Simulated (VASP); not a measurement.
The system is NaMoO3.

```
Na Mo O
1.0
     3.94888    0.00000    0.00000
     0.00000    3.94888    0.00000
     0.00000    0.00000    3.94888
Na Mo O
1 1 3
Direct
  0.50000 0.50000 0.50000
  0.00000 0.00000 0.00000
  0.50000 0.00000 0.00000
  0.00000 0.00000 0.50000
  0.00000 0.50000 0.00000
```

| Item | Value |
| --- | --- |
| Program | VASP 6.6.1 |
| Task | relaxation of cell and atoms |
| Functional | LDA |
| Potentials or basis | VASP PAW LDA potentials, release 64 (Na_pv, Mo_sv, O) |
| Cutoff | 600 eV |
| k mesh | 6 × 6 × 6 |
| Occupations | methfessel-paxton, width 0.02 eV |
| Spin | collinear spin |
| Starting moments | [0.0, 1.0, 0.0, 0.0, 0.0] μB |

At the start: pressure -16.3 GPa; volume 12.32 Å³/atom.

Question: Where does the relaxation end?

Answer: Over 4 steps the energy falls by 58.0 meV/atom and the volume is 11.26 Å³/atom (-8.5 %); space group Pm-3m (No. 221, to 0.1 Å) before and after; moment 0.00 μB per cell.

Step by step:
| step | energy change (eV) | largest force (eV/Å) | pressure (GPa) | volume (Å³) |
| --- | --- | --- | --- | --- |
| 1 | 0.0000 | 0.0000 | -16.27 | 61.58 |
| 2 | 0.1139 | 0.0000 | 27.06 | 51.09 |
| 3 | -0.2897 | 0.0000 | -0.45 | 56.42 |
| 4 | -0.2898 | 0.0000 | -0.06 | 56.32 |

Final structure:
```
Na Mo O
1.0
     3.83310    0.00000    0.00000
     0.00000    3.83310    0.00000
     0.00000    0.00000    3.83310
Na Mo O
1 1 3
Direct
  0.50000 0.50000 0.50000
  0.00000 0.00000 0.00000
  0.50000 0.00000 0.00000
  0.00000 0.00000 0.50000
  0.00000 0.50000 0.00000
```
